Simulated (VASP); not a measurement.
Here is a VASP 6.6.1 calculation.

The input INCAR:

```
SYSTEM = Fe
PREC = Accurate ; ENCUT = 540
EDIFF = 1E-7 ; ISMEAR = -1
SIGMA = 0.05 ; LREAL = .False.
LASPH = .True. ; NELM = 300
ALGO = All ; ISIF = 3
LWAVE = .False. ; LCHARG = .False.
ISPIN = 2 ; MAGMOM = 2.5 -2.5
LORBIT = 11 ; LMAXMIX = 4
GGA = PS ; IBRION = 2
NSW = 80 ; EDIFFG = -0.01
GGA_COMPAT = .False. ; NELMIN = 4
ISEARCH = 1 ; KPAR = 4
```

File KPOINTS:

```
Automatic mesh
0
Gamma
  12 12 9
  0 0 0
```

Contents of POSCAR:

```
Fe
1.0
    2.5537611755      0.0000000000      0.0000000000
    0.0000000000      2.5537611755      0.0000000000
    0.0000000000      0.0000000000      3.6115636895
Fe
2
Direct
    0.0000000000      0.0000000000      0.0000000000
    0.5000000000      0.5000000000      0.5000000000
```

Potentials or basis: VASP PAW PBE potentials, release 64 (Fe).

Launch:

```console
$ cat potpaw_PBE.64/Fe/POTCAR > POTCAR
$ mpirun -np 4 vasp_std > vasp.out
```

(1) What does it give for the space group after relaxing (to 0.1 Å)?

(2) What does it give for the relaxed cell?

(3) What does it give for the band gap on the k mesh?

(4) Predict the net moment.

Answers

(1) I4/mmm (No. 139).

(2) a = 2.392 Å, b = 2.392 Å, c = 3.547 Å, α = 90.00°, β = 90.00°, γ = 90.00°.

(3) zero (filled and empty bands overlap).

(4) 0.00 μB per cell.

Caveat: the antiferromagnetic order is the one typed at the start, and another may lie lower.
